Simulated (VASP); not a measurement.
# TiC (rocksalt type) (Fm-3m) in VASP: a series of runs, part 2 of 2

VASP 6.6.1. The steps go on from the part before.

### 4 Single point, LDA (volume scaled by 0.94)

Contents of INCAR:

```
SYSTEM = TiC
PREC     = Accurate       ! precision mode
ENCUT    = 520            ! plane-wave cutoff, eV
EDIFF    = 1E-6           ! SCF threshold, eV
ISMEAR   = -1             ! smearing method
SIGMA    = 0.08           ! smearing width, eV
LREAL    = .FALSE.        ! projectors in reciprocal space
LASPH    = .TRUE.         ! aspherical terms in the spheres
NELM     = 60             ! most SCF steps
ALGO     = Normal         ! electronic algorithm
ISIF     = 2              ! what is computed and relaxed
LWAVE    = .FALSE.        ! write WAVECAR
LCHARG   = .TRUE.         ! write CHGCAR
LELF     = .TRUE.         ! ELF
LVHAR    = .TRUE.       
NBANDS   = 15             ! bands
```

Contents of KPOINTS:

```
regular mesh
0
G
  17 17 17
  0 0 0
```

Contents of POSCAR:

```
TiC
1.0
    0.0000000000      2.0869586686      2.0869586686
    2.0869586686      0.0000000000      2.0869586686
    2.0869586686      2.0869586686      0.0000000000
Ti C
1 1
Direct
    0.0000000000      0.0000000000      0.0000000000
    0.5000000000      0.5000000000      0.5000000000
```

Potentials or basis: VASP PAW LDA potentials, release 64 (Ti_sv, C).

The run is started by

```sh
cat potpaw_LDA.64/Ti_sv/POTCAR potpaw_LDA.64/C/POTCAR > POTCAR
mpirun -np 1 vasp_std > vasp.out
```

OUTCAR:

```text
SYSTEM = TiC
   PREC = Accurate
   ENCUT = 520
   EDIFF = 1E-6
   ISMEAR = -1
   LREAL = .FALSE.
   LASPH = .TRUE.
   NELM = 60
   ISIF = 2

 ion  position               nearest neighbor table
   1  0.000  0.000  0.000-   2 2.09   2 2.09   2 2.09   2 2.09   2 2.09   2 2.09
   2  0.500  0.500  0.500-   1 2.09   1 2.09   1 2.09   1 2.09   1 2.09   1 2.09

  LATTYP: Found a face centered cubic cell.
 ALAT       =     4.1739173372

  Lattice vectors:

 A1 = (   0.0000000000,   2.0869586686,   2.0869586686)
 A2 = (   2.0869586686,   0.0000000000,   2.0869586686)
 A3 = (   2.0869586686,   2.0869586686,   0.0000000000)

Analysis of symmetry for initial positions (statically):
=====================================================================
 Subroutine PRICEL returns:
 Original cell was already a primitive cell.

 Routine SETGRP: Setting up the symmetry group for a
 face centered cubic supercell.

 Subroutine GETGRP returns: Found 48 space group operations
 (whereof 48 operations were pure point group operations)
 out of a pool of 48 trial point group operations.

The static configuration has the point symmetry O_h .

Analysis of symmetry for dynamics (positions and initial velocities):
=====================================================================
 Subroutine PRICEL returns:
 Original cell was already a primitive cell.

 Routine SETGRP: Setting up the symmetry group for a
 face centered cubic supercell.

 Subroutine GETGRP returns: Found 48 space group operations
 (whereof 48 operations were pure point group operations)
 out of a pool of 48 trial point group operations.

The dynamic configuration has the point symmetry O_h .

 Subroutine INISYM returns: Found 48 space group operations
 (whereof 48 operations are pure point group operations),
 and found     1 'primitive' translations

[... 117 lines left out ...]
  Thomas-Fermi vector in A             =   2.670849
   LORBIT       =      0    0 simple, 1 ext, 2 COOP (PROOUT), +10 PAW based schemes
   GGA     = CA    functional components
   LHFCALC =     F    Hartree Fock is set to
   AEXX    =    0.0000 exact exchange contribution
   IVDW    =     0    specifies the selected vdW correction
   LEPSILON=     F    determine dielectric tensor
   LRPA    =     F    only Hartree local field effects (RPA)
 non-spin polarized calculation
  energy-cutoff  :      520.00
  volume of cell :       18.18
 maximum number of plane-waves:       531
 NGX is ok and might be reduce to    24
   NGX = 11   NGY = 11   NGZ = 11

 number of electron      15.9999996 magnetization

 Free energy of the ion-electron system (eV)
  ---------------------------------------------------
  ext. energy  EPLUGINS =         0.00000000
  ---------------------------------------------------
  free energy    TOTEN  =       -20.46789669 eV

  energy without entropy =      -20.46167275  energy(sigma->0) =      -20.46478472

 E-fermi :  10.6018     XC(G=0): -13.5570

 val. band max:       10.5882684922   @ k =   0.1176   0.1176   0.0000
 cond. band min:      10.6139228485   @ k =   0.1176   0.0588   0.0000
 fundamental gap:      0.0256543563
 Fermi energy:        10.6017808397

 k-point     1 :       0.0000    0.0000    0.0000
  band No.  band energies     occupation
      1     -44.9658      2.00000
      2     -21.2928      2.00000
      3     -21.2928      2.00000
      4     -21.2928      2.00000
      5      -2.1014      2.00000
      6      11.2657      0.00050
      7      11.2657      0.00050
      8      11.2657      0.00050
      9      12.4391      0.00000
     10      12.4391      0.00000
     11      12.4391      0.00000
     12      12.5578      0.00000
     13      12.5578      0.00000
     14      22.9319      0.00000
[... 401 lines left out ...]
      2     -21.4443      2.00000
      3     -21.3274      2.00000
      4     -21.2979      2.00000
      5      -1.5422      2.00000
      6       9.5253      2.00000
      7       9.8190      1.99989
      8       9.9914      1.99903
      9      11.5912      0.00001
     10      12.2483      0.00000
     11      13.3827      0.00000
     12      14.5803      0.00000
     13      15.7324      0.00000
     14      23.5637      0.00000
     15      25.4451      0.00000

 [... further k-points ...]
[... 5 lines left out ...]
  --------------------------------------------------------------------------------------
  -------------------------------------------------------------------------------------
  Total        2.3266431      2.3266431      2.3266431      0.0000000      0.0000000     -0.0000000
  in kB      205.0542714    205.0542714    205.0542714      0.0000000      0.0000000     -0.0000000
  external PRESSURE =     205.0542714 kB  Pullay stress =       0.0000000 kB

 VOLUME and BASIS-vectors are now :
 -----------------------------------------------------------------------------
  energy-cutoff  :      520.00
  volume of cell :       18.18
      direct lattice vectors                 reciprocal lattice vectors
     0.000000000  2.086958669  2.086958669    -0.239583087  0.239583087  0.239583087
     2.086958669  0.000000000  2.086958669     0.239583087 -0.239583087  0.239583087
     2.086958669  2.086958669  0.000000000     0.239583087  0.239583087 -0.239583087

 POSITION                                       TOTAL-FORCE (eV/Angst)
 -----------------------------------------------------------------------------------
      0.00000      0.00000      0.00000         0.000000      0.000000     -0.000000
      2.08696      2.08696      2.08696        -0.000000     -0.000000      0.000000
 -----------------------------------------------------------------------------------
    total drift:                                0.000000     -0.000000     -0.000000

  FREE ENERGIE OF THE ION-ELECTRON SYSTEM (eV)
  ---------------------------------------------------
  free  energy   TOTEN  =       -20.4678966949 eV

  energy  without entropy=      -20.4616727537  energy(sigma->0) =      -20.46478472
```

stdout:

```text
POSCAR found type information on POSCAR TiC
 POSCAR found :  2 types and       2 ions
 scaLAPACK will be used
 LDA part: xc-table for (Slater(with rela. corr.)+CA(PZ))
 , standard interpolation
 POSCAR, INCAR and KPOINTS ok, starting setup
 FFT: planning ... GRIDC
 FFT: planning ... GRID_SOFT
 FFT: planning ... GRID
 WAVECAR not read
 entering main loop
```

It took 37 s on 1 thread of Intel Xeon 6975P-C, shared host; peak memory 0.17 GiB.

What came out:

```yaml
Free_energy: -20.4679 eV
Pressure: 20.5 GPa
Band_gap_on_the_k_mesh: zero (band 8 reaches 11.27 eV, above the bottom of band 9 at 10.18 eV)
```

### 5 Single point, LDA (volume scaled by 0.94)

Contents of INCAR:

```
  ALGO = Normal
  EDIFF = 1E-6
  ENCUT = 520
  ISIF = 2
  ISMEAR = -1
  LASPH = T
  LCHARG = T
  LELF = T
  LREAL = F
  LVHAR = T
  LWAVE = F
  NBANDS = 15
  NELM = 60
  PREC = Accurate
  SIGMA = 0.08
```

Contents of KPOINTS:

```
k-points
0
Gamma
  17 17 17
```

POSCAR is that of step 4.

The run is started by

```sh
cat potpaw_LDA.64/Ti_sv/POTCAR potpaw_LDA.64/C/POTCAR > POTCAR
mpirun -np 1 vasp_std > vasp.out
```

It took 34 s on 1 thread of Intel Xeon 6975P-C, shared host; peak memory 0.16 GiB.

The run converged. Its results:

```
Free energy            : -20.4679 eV
Pressure               : 20.5 GPa
Band gap on the k mesh : zero (band 8 reaches 11.27 eV, above the bottom of band 9 at 10.18 eV)
```

Levels at points of the mesh, in eV from the Fermi level:
```
           k point  band 5  band 6  band 7  band 8  band 9  band 10  band 11  band 12
(0.00, 0.00, 0.00)  -12.70    0.66    0.66    0.66    1.84     1.84     1.84     1.96
```

### 6 Single point, LDA (volume scaled by 0.8)

Contents of INCAR:

```
PREC = Accurate
ENCUT = 600
EDIFF = 1E-6
ISMEAR = -1
SIGMA = 0.08
LREAL = F
LASPH = T
NELM = 120
ALGO = Normal
ISIF = 2
LWAVE = F
LCHARG = F
NBANDS = 15
GGA_COMPAT = F
```

Contents of KPOINTS:

```
Automatic mesh
0
Gamma
  17 17 17
```

Contents of POSCAR:

```
TiC
1.0
    0.0000000000      1.9777340585      1.9777340585
    1.9777340585      0.0000000000      1.9777340585
    1.9777340585      1.9777340585      0.0000000000
Ti C
1 1
Direct
    0.0000000000      0.0000000000      0.0000000000
    0.5000000000      0.5000000000      0.5000000000
```

Potentials or basis: VASP PAW LDA potentials, release 64 (Ti_sv, C).

The run is started by

```sh
cat potpaw_LDA.64/Ti_sv/POTCAR potpaw_LDA.64/C/POTCAR > POTCAR
mpirun -np 1 vasp_std > vasp.out
```

It took 14 s on 1 thread of Intel Xeon 6975P-C (Granite Rapids), shared host; peak memory 0.16 GiB.

It converged, with:

| Property | Result |
| --- | --- |
| Free energy | -19.5419 eV |
| Pressure | 98.0 GPa |
| Band gap on the k mesh | zero (band 8 reaches 13.45 eV, above the bottom of band 9 at 12.35 eV) |

Levels at points of the mesh, in eV from the Fermi level:
| k point | band 5 | band 6 | band 7 | band 8 | band 9 | band 10 | band 11 | band 12 |
| --- | --- | --- | --- | --- | --- | --- | --- | --- |
| (0.00, 0.00, 0.00) | -13.37 | 0.63 | 0.63 | 0.63 | 2.04 | 2.04 | 2.04 | 2.28 |

### 7 Overview

| cell | cutoff (eV) | gap on the mesh (eV) | pressure (GPa) |
| --- | --- | --- | --- |
| a = 2.887 Å, angles 60.0°, 2 atoms | 520 | none | 47.2 |
| a = 2.951 Å, angles 60.0°, 2 atoms | 520 | none | 20.5 |
| a = 2.797 Å, angles 60.0°, 2 atoms | 600 | none | 98.0 |

Alike in all rows: task single point; level LDA; potentials or basis VASP PAW LDA potentials, release 64 (Ti_sv, C); no spin polarisation; k mesh 17 × 17 × 17; smearing fermi-dirac 0.08 eV.

Absolute energies hang on the potentials; compare differences alone.
